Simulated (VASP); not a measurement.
MgTiCd, 3 atoms in the cell. The structure is hexagonal, space group P-6m2 (No. 187). Conventional cell: a = 4.902 Å, b = 4.902 Å, c = 2.886 Å, α = 90.00°, β = 90.00°, γ = 120.00°. Mg (site symmetry -6m2) has 3 Ti at 2.83 Å and 2 Mg at 2.89 Å and 6 Cd at 3.18 Å within 3.7 Å. Ti (site symmetry -6m2) has 3 Mg at 2.83 Å and 2 Ti at 2.89 Å and 6 Cd at 3.18 Å within 3.7 Å. Within 3.8 Å of Cd (site symmetry -6m2) lie 2 Cd at 2.89 Å and 6 Mg at 3.18 Å and 6 Ti at 3.18 Å. 

* Program: VASP 6.6.1
* Task: single point
* Functional: PBE
* Potentials or basis: VASP PAW PBE potentials, release 64 (Mg, Ti_sv, Cd)
* Cutoff: 520 eV
* k mesh: 6 × 6 × 4
* Occupations: gaussian, width 0.1 eV
* Spin: no spin polarisation
* Dipole correction: no
* Further INCAR settings: ALGO = Normal; EDIFF = 1e-07; NBANDS = 20

Potentials or basis: VASP PAW PBE potentials, release 64 (Mg, Ti_sv, Cd).

The run is started by

```sh
$ cat potpaw_PBE.64/Mg/POTCAR potpaw_PBE.64/Ti_sv/POTCAR potpaw_PBE.64/Cd/POTCAR > POTCAR
$ mpirun -np 1 vasp_std > vasp.out
```

Hardware: 1 thread of AMD EPYC 7R13 Processor (Zen 3), with other jobs on the host.

Task: Estimate the wall time of this run.

Result: It took 25 s on 1 thread of AMD EPYC 7R13 Processor (Zen 3) (shared host), peak memory 0.16 GiB. Counts: scf iterations 15, k points 21.
